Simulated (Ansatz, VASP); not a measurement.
## Two plane-wave programs on B3N

```
CELL_PARAMETERS angstrom
3.48495 0.00000 0.00000
0.00000 4.45466 0.00000
0.00000 0.00000 3.46112
ATOMIC_POSITIONS crystal
B 0.50000 0.28796 0.25000
B 0.00000 0.30380 0.75000
B 0.21358 0.00000 0.00000
B 0.78642 0.00000 0.50000
B 0.00000 0.69620 0.25000
B 0.50000 0.71204 0.75000
N 0.74509 0.50000 0.00000
N 0.25491 0.50000 0.50000
```

Change from the starting cell: the structure that the rattled cell fell into.

Alike in both runs: functional PBE; k mesh 10 × 8 × 10; occupations gaussian, width 0.1 eV; no spin polarisation.

Ansatz relaxed the structure, and its values are those at the end. VASP's run is a single point on that final structure, the one shown.

|  | VASP | Ansatz |
| --- | --- | --- |
| version | VASP 6.6.1 | Ansatz 0.2.0 |
| potentials or method | VASP PAW PBE potentials, release 64 (B, N), cutoff 520 eV | scalar-relativistic, plane waves, PAW |
| valence electrons in the cell | 28 | 28 |

VASP gave:

- gap on the k mesh at the Fermi level (eV): none
- pressure (GPa): 0.2
- rms of the force components (eV/Å): 0.009

Task: Estimate Ansatz's values.

Result: gap on the k mesh at the Fermi level (eV): none; pressure (GPa): 0.0; rms of the force components (eV/Å): 0.000.

A gap of «none» marks a metal or a gap that the smearing closes. With one functional, cell and mesh, what is left measures potentials, basis and numerics.
